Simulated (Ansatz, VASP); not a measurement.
**Two plane-wave programs on Al**

```xyz
4
Lattice="2.8144 0.0000 0.0000 -1.4072 2.4374 0.0000 0.0000 0.0000 9.2410" Properties=species:S:1:pos:R:3 pbc="T T T"
Al    0.0000    0.0000    0.0000
Al    0.0000    1.7649    1.6103
Al    0.0000    0.0000    4.6205
Al    1.4072    0.8125    6.9308
```

Alike in both runs: task single point; functional PBE; dispersion D3(BJ); k mesh 18 × 18 × 4; occupations gaussian, width 0.15 eV; no spin polarisation.

```csv
,VASP,Ansatz
version,VASP 6.6.1,Ansatz 0.2.0
potentials or method,"VASP PAW PBE potentials, release 64 (Al), cutoff 520 eV","scalar-relativistic, plane waves, PAW"
valence electrons in the cell,12,12
```

Ansatz gave:

```
gap on the k mesh at the Fermi level (eV)                     : none
pressure (GPa)                                                : 12.6
traceless stress, the component that is largest in VASP (GPa) : 6.80
rms of the force components (eV/Å)                            : 2.495
```

What did VASP give for the same quantities?

gap on the k mesh at the Fermi level (eV): none; pressure (GPa): 12.7; traceless stress, the component that is largest in VASP (GPa): 6.82; rms of the force components (eV/Å): 2.499.

Atom by atom the forces differ by 0.003 eV/Å (rms over components). A gap of «none» marks a metal or a gap that the smearing closes.
